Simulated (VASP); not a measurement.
Input of a VASP 6.6.1 run:

Contents of INCAR:

```
SYSTEM = Pd
PREC = Accurate
ENCUT = 520
EDIFF = 1E-6
ISMEAR = -1
SIGMA = 0.05
LREAL = .FALSE.
LASPH = .TRUE.
NELM = 60
ALGO = Normal
ISIF = 2
LWAVE = .FALSE.
LCHARG = .FALSE.
GGA = PE
NBANDS = 17
```

File KPOINTS:

```
Automatic mesh
0
G
  14 14 7
  0 0 0
```

Contents of POSCAR:

```
Pd
1.0
    2.5841257186      0.0000000000      0.0000000000
   -1.2920628593      2.2379185189      0.0000000000
    0.0000000000      0.0000000000      4.2970836122
Pd
2
Direct
    0.6666666667      0.3333333333      0.7500000000
    0.3333333333      0.6666666667      0.2500000000
```

Potentials or basis: VASP PAW PBE potentials, release 64 (Pd).

Command:

```bash
$ cat potpaw_PBE.64/Pd/POTCAR > POTCAR
$ mpirun -np 1 vasp_std > vasp.out
```

**Question.** Predict the band gap on the k mesh.

**Answer.** Zero (bands 10 and 11 overlap by 1.08 eV).

**Question.** Estimate the pressure.

**Answer.** 63.0 GPa.

Stress tensor (GPa, compression positive):
```
62.78  0.00  0.00
 0.00 62.78  0.00
 0.00  0.00 63.48
```

Caveat: the cell stands under pressure.
